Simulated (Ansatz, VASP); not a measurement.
# Te in VASP and in Ansatz

```
Te
1.0
    -1.84620    1.84620    1.84620
     1.84620   -1.84620    1.84620
     1.84620    1.84620   -1.84620
Te
1
Direct
  0.00000 0.00000 0.00000
```

Change from the starting cell: volume scaled by 0.88, LAPW.

Alike in both runs: task single point; functional PBE; k mesh 14 × 14 × 14; occupations fermi-dirac, width 0.05 eV; no spin polarisation.

|  | VASP | Ansatz |
| --- | --- | --- |
| version | VASP 6.6.1 | Ansatz 0.2.0 |
| potentials or method | VASP PAW PBE potentials, release 64 (Te), cutoff 520 eV | all-electron LAPW, scalar-relativistic |

Ansatz gave:

```
pressure (GPa) : 9.5
```

Q: Which values does VASP return?

A: Pressure (GPa): 9.4.

Ansatz ran all-electron here, and VASP with PAW potentials.

Neither program's run includes spin-orbit coupling.
